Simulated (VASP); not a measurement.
# Sb (Pm-3m) in VASP: a series of runs

Sb is run at these levels: PBE; tasks: single point.

Everything below comes from runs of VASP 6.6.1. Logs are shortened: lines on timing, memory, paths and dates and some standing lists are left out, and cuts for length are marked.

## Step 1: The cell of the first run

It takes space group Pm-3m (No. 221, cubic). The conventional cell has a = 3.147 Å, b = 3.147 Å, c = 3.147 Å, α = 90.00°, β = 90.00°, γ = 90.00°. Sb (site symmetry m-3m) has 6 Sb at 3.15 Å within 4.1 Å.

## Step 2: Single point, PBE (volume scaled by 1.04)

Contents of INCAR:

```
PREC     = Accurate       # precision mode
ENCUT    = 520            # plane-wave cutoff, eV
EDIFF    = 1E-6           # SCF threshold, eV
ISMEAR   = -1             # smearing method
SIGMA    = 0.1            # smearing width, eV
LREAL    = F              # projectors in reciprocal space
LASPH    = T              # aspherical terms in the spheres
NELM     = 80             # most SCF steps
ALGO     = Normal         # electronic algorithm
ISIF     = 2              # what is computed and relaxed
LWAVE    = F              # write WAVECAR
LCHARG   = F              # write CHGCAR
GGA      = PE             # functional
NBANDS   = 8              # bands
```

Contents of KPOINTS:

```
Automatic mesh
0
Gamma
  11 11 11
```

Contents of POSCAR:

```
Sb
1.0
    3.1465987510      0.0000000000      0.0000000000
    0.0000000000      3.1465987510      0.0000000000
    0.0000000000      0.0000000000      3.1465987510
Sb
1
Direct
    0.0000000000      0.0000000000      0.0000000000
```

Potentials or basis: VASP PAW PBE potentials, release 64 (Sb).

The run is started by

```console
$ cat potpaw_PBE.64/Sb/POTCAR > POTCAR
$ mpirun -np 1 vasp_std > vasp.out
```

OUTCAR:

```text
PREC = Accurate
   ENCUT = 520
   EDIFF = 1E-6
   ISMEAR = -1
   LREAL = F
   LASPH = T
   NELM = 80
   ISIF = 2
   GGA = PE

 ion  position               nearest neighbor table
   1  0.000  0.000  0.000-

  LATTYP: Found a simple cubic cell.
 ALAT       =     3.1465987510

  Lattice vectors:

 A1 = (   3.1465987510,   0.0000000000,   0.0000000000)
 A2 = (   0.0000000000,   3.1465987510,   0.0000000000)
 A3 = (   0.0000000000,   0.0000000000,   3.1465987510)

Analysis of symmetry for initial positions (statically):
=====================================================================
 Subroutine PRICEL returns:
 Original cell was already a primitive cell.

 Routine SETGRP: Setting up the symmetry group for a
 simple cubic supercell.

 Subroutine GETGRP returns: Found 48 space group operations
 (whereof 48 operations were pure point group operations)
 out of a pool of 48 trial point group operations.

The static configuration has the point symmetry O_h .

Analysis of symmetry for dynamics (positions and initial velocities):
=====================================================================
 Subroutine PRICEL returns:
 Original cell was already a primitive cell.

 Routine SETGRP: Setting up the symmetry group for a
 simple cubic supercell.

 Subroutine GETGRP returns: Found 48 space group operations
 (whereof 48 operations were pure point group operations)
 out of a pool of 48 trial point group operations.

The dynamic configuration has the point symmetry O_h .

 Subroutine INISYM returns: Found 48 space group operations
 (whereof 48 operations are pure point group operations),
 and found     1 'primitive' translations

----------------------------------------------------------------------------------------

                                     Primitive cell

  volume of cell :      31.1547

  direct lattice vectors                    reciprocal lattice vectors
     3.146598751  0.000000000  0.000000000     0.317803469  0.000000000  0.000000000
     0.000000000  3.146598751  0.000000000     0.000000000  0.317803469  0.000000000
     0.000000000  0.000000000  3.146598751     0.000000000  0.000000000  0.317803469

  length of vectors
     3.146598751  3.146598751  3.146598751     0.317803469  0.317803469  0.317803469

  position of ions in fractional coordinates (direct lattice)
     0.000000000  0.000000000  0.000000000

  ion indices of the primitive-cell ions
   primitive index   ion index
                 1           1

----------------------------------------------------------------------------------------

 KPOINTS: Automatic mesh

Automatic generation of k-mesh.
 Grid dimensions read from file:
 generate k-points for:   11   11   11

 Generating k-lattice:

  Cartesian coordinates                     Fractional coordinates (reciprocal lattice)
     0.028891224  0.000000000  0.000000000     0.090909091  0.000000000  0.000000000
     0.000000000  0.028891224  0.000000000     0.000000000  0.090909091  0.000000000
     0.000000000  0.000000000  0.028891224     0.000000000  0.000000000  0.090909091

  Length of vectors
     0.028891224  0.028891224  0.028891224

  Shift w.r.t. Gamma in fractional coordinates (k-lattice)
     0.000000000  0.000000000  0.000000000

 Subroutine IBZKPT returns following result:
 ===========================================

 Found     56 irreducible k-points:

 Following reciprocal coordinates:
            Coordinates               Weight
  0.000000  0.000000  0.000000      1.000000
  0.090909  0.000000  0.000000      6.000000
  0.181818  0.000000  0.000000      6.000000
  0.272727  0.000000  0.000000      6.000000
  0.363636  0.000000  0.000000      6.000000
  0.454545  0.000000  0.000000      6.000000
[... 16 lines left out ...]
  0.181818  0.090909  0.090909     24.000000
  0.272727  0.090909  0.090909     24.000000
 [... further k-points ...]
   k-points           NKPTS =     56   k-points in BZ     NKDIM =     56   number of bands    NBANDS=      8
   number of dos      NEDOS =    301   number of ions     NIONS =      1
   total plane-waves  NPLWV =  13824
   dimension x,y,z NGX =    24 NGY =   24 NGZ =   24
   dimension x,y,z NGXF=    48 NGYF=   48 NGZF=   48
   ions per type =               1
   NGX,Y,Z   is equivalent  to a cutoff of  12.68, 12.68, 12.68 a.u.
   NGXF,Y,Z  is equivalent  to a cutoff of  25.36, 25.36, 25.36 a.u.
 SYSTEM =  unknown system
   PREC   = accura    normal or accurate (medium, high low for compatibility)
   ISTART =      0    job   : 0-new  1-cont  2-samecut
   ICHARG =      2    charge: 1-file 2-atom 10-const
   ISPIN  =      1    spin polarized calculation?
   LNONCOLLINEAR =      F non collinear calculations
   LSORBIT =      F    spin-orbit coupling
   LASPH  =      T    aspherical Exc in radial PAW
   ENCUT  =  520.0 eV  38.22 Ry    6.18 a.u.   5.85  5.85  5.85*2*pi/ulx,y,z
   NELM   =     80;   NELMIN=  2; NELMDL= -5     # of ELM steps
   EDIFF  = 0.1E-05   stopping-criterion for ELM
   LREAL  =      F    real-space projection
   EDIFFG = 0.1E-04   stopping-criterion for IOM
   NSW    =      0    number of steps for IOM
   IBRION =     -1    ionic relax: 0-MD 1-quasi-New 2-CG
   NFREE  =      0    steps in history (QN), initial steepest desc. (CG)
   ISIF   =      2    stress and relaxation
   ISYM   =      2    0-nonsym 1-usesym 2-fastsym
   POTIM  = 0.5000    time-step for ionic-motion
   TEBEG  =    0.0;   TEEND  =   0.0 temperature during run
   PSTRESS=    0.0 pullay stress
   NELECT =       5.0000    total number of electrons
   NUPDOWN=      -1.0000    fix difference up-down
   EMIN   =  10.00;   EMAX   =-10.00  energy-range for DOS
   EFERMI =   0.00;   METHOD = LEGACY
   ISMEAR =    -1;   SIGMA  =   0.10  broadening in eV -4-tet -1-fermi 0-gaus
   EFERMI_NEDOS =   21; number of points for ismear=-14 and -15
   IALGO  =     38    algorithm
   IMIX   =      4    mixing-type and parameters
     AMIX     =   0.40;   BMIX     =  1.00
     AMIX_MAG =   1.60;   BMIX_MAG =  1.00
  volume/ion in A,a.u.               =      31.15       210.24
  Fermi-wavevector in a.u.,A,eV,Ry     =   0.889659  1.681211 10.768912  0.791493
  Thomas-Fermi vector in A             =   2.011248
   LORBIT       =      0    0 simple, 1 ext, 2 COOP (PROOUT), +10 PAW based schemes
   GGA     = PE    functional components
   LHFCALC =     F    Hartree Fock is set to
   AEXX    =    0.0000 exact exchange contribution
   IVDW    =     0    specifies the selected vdW correction
   LEPSILON=     F    determine dielectric tensor
   LRPA    =     F    only Hartree local field effects (RPA)
 non-spin polarized calculation
  energy-cutoff  :      520.00
  volume of cell :       31.15
 maximum number of plane-waves:       855
 NGX is ok and might be reduce to    24
   NGX = 11   NGY = 11   NGZ = 11

 number of electron       5.0000001 magnetization

 Free energy of the ion-electron system (eV)
  ---------------------------------------------------
  ext. energy  EPLUGINS =         0.00000000
  ---------------------------------------------------
  free energy    TOTEN  =        -4.08148125 eV

  energy without entropy =       -4.05794835  energy(sigma->0) =       -4.06971480

 E-fermi :   6.5343     XC(G=0):  -9.4369

 val. band max:        6.5098774174   @ k =   0.1818   0.0909   0.0909
 cond. band min:       6.5828667126   @ k =   0.1818   0.1818   0.0000
 fundamental gap:      0.0729892952
 Fermi energy:         6.5342746943

 k-point     1 :       0.0000    0.0000    0.0000
  band No.  band energies     occupation
      1      -5.4573      2.00000
      2       9.7591      0.00000
      3       9.7591      0.00000
      4       9.7591      0.00000
      5      13.4813      0.00000
      6      13.4813      0.00000
      7      14.6053      0.00000
      8      23.9949      0.00000

 k-point     2 :       0.0909    0.0000    0.0000
  band No.  band energies     occupation
      1      -5.3431      2.00000
      2       8.4422      0.00000
      3       9.8702      0.00000
      4       9.8702      0.00000
      5      13.5742      0.00000
      6      14.1350      0.00000
      7      15.5324      0.00000
      8      22.9929      0.00000

 k-point     3 :       0.1818    0.0000    0.0000
  band No.  band energies     occupation
      1      -5.0066      2.00000
      2       6.2927      1.83600
      3      10.1890      0.00000
      4      10.1890      0.00000
      5      13.8499      0.00000
      6      14.5748      0.00000
      7      17.9957      0.00000
      8      21.4484      0.00000

 k-point     4 :       0.2727    0.0000    0.0000
  band No.  band energies     occupation
      1      -4.4736      2.00000
      2       4.2487      2.00000
      3      10.6660      0.00000
      4      10.6660      0.00000
      5      14.2954      0.00000
      6      15.1154      0.00000
      7      19.9668      0.00000
      8      19.9668      0.00000

 k-point     5 :       0.3636    0.0000    0.0000
  band No.  band energies     occupation
      1      -3.8217      2.00000
      2       2.5489      2.00000
      3      11.1934      0.00000
      4      11.1934      0.00000
      5      14.8662      0.00000
      6      15.8541      0.00000
      7      18.7442      0.00000
      8      18.7442      0.00000
[... 177 lines left out ...]
 k-point    22 :       0.0909    0.0909    0.0909
  band No.  band energies     occupation
      1      -5.1145      2.00000
      2       8.5876      0.00000
      3       8.5876      0.00000
      4       8.8275      0.00000
      5      15.1900      0.00000
      6      15.1900      0.00000
      7      16.1428      0.00000
      8      21.6273      0.00000

 k-point    23 :       0.1818    0.0909    0.0909
  band No.  band energies     occupation
      1      -4.7778      2.00000
      2       6.5099      1.12138
      3       8.9028      0.00000
      4       9.0889      0.00000
      5      15.4596      0.00000
      6      15.9760      0.00000
      7      18.0127      0.00000
      8      19.8288      0.00000

 k-point    24 :       0.2727    0.0909    0.0909
  band No.  band energies     occupation
      1      -4.2443      2.00000
      2       4.4686      2.00000
      3       9.3804      0.00000
      4       9.5962      0.00000
      5      15.8758      0.00000
      6      16.2186      0.00000
      7      18.1998      0.00000
      8      18.5138      0.00000

 [... further k-points ...]

------------------------ aborting loop because EDIFF is reached ----------------------------------------

  FORCE on cell =-STRESS in cart. coord.  units (eV):
  Direction    XX          YY          ZZ          XY          YZ          ZX
  --------------------------------------------------------------------------------------
  -------------------------------------------------------------------------------------
  Total       -0.2950109     -0.2950109     -0.2950109      0.0000000      0.0000000      0.0000000
  in kB      -15.1713601    -15.1713601    -15.1713601      0.0000000      0.0000000      0.0000000
  external PRESSURE =     -15.1713601 kB  Pullay stress =       0.0000000 kB

 VOLUME and BASIS-vectors are now :
 -----------------------------------------------------------------------------
  energy-cutoff  :      520.00
  volume of cell :       31.15
      direct lattice vectors                 reciprocal lattice vectors
     3.146598751  0.000000000  0.000000000     0.317803469  0.000000000  0.000000000
     0.000000000  3.146598751  0.000000000     0.000000000  0.317803469  0.000000000
     0.000000000  0.000000000  3.146598751     0.000000000  0.000000000  0.317803469

 POSITION                                       TOTAL-FORCE (eV/Angst)
 -----------------------------------------------------------------------------------
      0.00000      0.00000      0.00000         0.000000      0.000000      0.000000
 -----------------------------------------------------------------------------------
    total drift:                               -0.000000      0.000000      0.000000

  FREE ENERGIE OF THE ION-ELECTRON SYSTEM (eV)
  ---------------------------------------------------
  free  energy   TOTEN  =        -4.0814812486 eV

  energy  without entropy=       -4.0579483523  energy(sigma->0) =       -4.06971480
```

It took 3.1 s on 1 thread of Intel Xeon 6975P-C (Granite Rapids), shared host; peak memory 0.14 GiB.

Results:

```yaml
Free_energy: -4.0815 eV
Pressure: -1.5 GPa
```

Caveat: spin-orbit coupling is left out, which moves the levels of the heavy elements.

## Step 3: Single point, PBE (volume scaled by 1.08)

INCAR: that of step 2 with these lines changed.

```diff
@@ -2,3 +2,3 @@
 ENCUT    = 520            # plane-wave cutoff, eV
-EDIFF    = 1E-6           # SCF threshold, eV
+EDIFF    = 1E-7           # SCF threshold, eV
 ISMEAR   = -1             # smearing method
@@ -7,3 +7,3 @@
 LASPH    = T              # aspherical terms in the spheres
-NELM     = 80             # most SCF steps
+NELM     = 100            # most SCF steps
 ALGO     = Normal         # electronic algorithm
```

Contents of KPOINTS:

```
regular mesh
0
Gamma
  11 11 11
```

Contents of POSCAR:

```
Sb
1.0
    3.1864333437      0.0000000000      0.0000000000
    0.0000000000      3.1864333437      0.0000000000
    0.0000000000      0.0000000000      3.1864333437
Sb
1
Direct
    0.0000000000      0.0000000000      0.0000000000
```

Potentials or basis: VASP PAW PBE potentials, release 64 (Sb).

The run is started by

```console
$ cat potpaw_PBE.64/Sb/POTCAR > POTCAR
$ mpirun -np 1 vasp_std > vasp.out
```

Wall time 3.4 s (1 thread of Intel Xeon 6975P-C (Granite Rapids), shared host); peak memory 0.13 GiB.

Results (log left out):

```
Free energy : -4.0638 eV
Pressure    : -3.2 GPa
```

Levels at points of the mesh, in eV from the Fermi level:
| k point | band 1 | band 2 | band 3 | band 4 | band 5 | band 6 | band 7 |
| --- | --- | --- | --- | --- | --- | --- | --- |
| (0.00, 0.00, 0.00) | -11.73 | 3.12 | 3.12 | 3.12 | 6.91 | 6.91 | 7.84 |

Caveat: spin-orbit coupling is left out, which moves the levels of the heavy elements.
